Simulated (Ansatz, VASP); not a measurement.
# As: VASP beside Ansatz

File INCAR:

```
PREC = Accurate ; ENCUT = 510
EDIFF = 1E-6 ; ISMEAR = -1
SIGMA = 0.05 ; LREAL = F
LASPH = T ; NELM = 120
ALGO = Normal ; ISIF = 2
LWAVE = F ; LCHARG = T
GGA = PS ; LELF = T
LVHAR = T ; NBANDS = 38
GGA_COMPAT = F
```

Contents of KPOINTS:

```
Automatic mesh
0
Gamma
  6 6 5
```

POSCAR

```
As
1.0
    1.8432500000     -5.5550000000      0.0000000000
    1.8432500000      5.5550000000      0.0000000000
    0.0000000000      0.0000000000      4.4700000000
As
4
Direct
    0.3900000000      0.6100000000      0.5600000000
    0.8900000000      0.1100000000      0.9400000000
    0.6100000000      0.3900000000      0.4400000000
    0.1100000000      0.8900000000      0.0600000000
```

input.yaml

```yaml
crystal:
  lattice:
    - [1.84325, -5.555, 0.0]
    - [1.84325, 5.555, 0.0]
    - [0.0, 0.0, 4.47]
  atoms:
    - { symbol: As, position: [0.39, 0.61, 0.56] }
    - { symbol: As, position: [0.89, 0.11, 0.94] }
    - { symbol: As, position: [0.61, 0.39, 0.44] }
    - { symbol: As, position: [0.11, 0.89, 0.06] }
hamiltonian:
  xc: pbesol
  pseudopotentials: { kind: paw }
kpoints:
  mp_grid: { grid: [6, 6, 5] }
  band_path:
    path:
      - [[0.0, 0.0, 0.0], [0.2775258264, 0.2775258264, 0.0], [0.0, 0.5, 0.0], [0.0, 0.5, 0.5], [0.2775258264, 0.2775258264, 0.5], [0.0, 0.0, 0.5], [0.0, 0.0, 0.0], [-0.5, 0.5, 0.0], [-0.2775258264, 0.7224741736, 0.0], [-0.2775258264, 0.7224741736, 0.5], [-0.5, 0.5, 0.5], [-0.5, 0.5, 0.0]]
      - [[0.0, 0.0, 0.5], [-0.5, 0.5, 0.5]]
    npoints: 14
scf:
  occupations: { method: fermi_dirac, width: 0.05 }
  n_extra_bands: 10
output:
  forces: true
  stress: true
  eigenvalues: true
  fatbands: true
```

Alike in both runs: functional PBEsol; k mesh 6 × 6 × 5; occupations fermi-dirac, width 0.05 eV; no spin polarisation.

```csv
,VASP,Ansatz
version,VASP 6.6.1,Ansatz 0.2.0
potentials or method,"VASP PAW PBE potentials, release 64 (As_d)",Ansatz PAW
plane-wave cutoff (eV),510,420
valence electrons in the cell,60,60
task,single point,band structure
```

VASP gave:

- gap on the k mesh at the Fermi level (eV): none
- pressure (GPa): -1.6
- traceless stress, the component that is largest in VASP (GPa): 0.92
- rms of the force components (eV/Å): 0.107

Task: What did Ansatz give for the same quantities?

Result: gap on the k mesh at the Fermi level (eV): none; pressure (GPa): -1.7; traceless stress, the component that is largest in VASP (GPa): 0.92; rms of the force components (eV/Å): 0.112.

VASP's potentials were made for PBE, not for PBEsol. Atom by atom the forces differ by 0.005 eV/Å (rms over components). A gap of «none» marks a metal or a gap that the smearing closes. With one functional, cell and mesh, what is left measures potentials, basis and numerics.
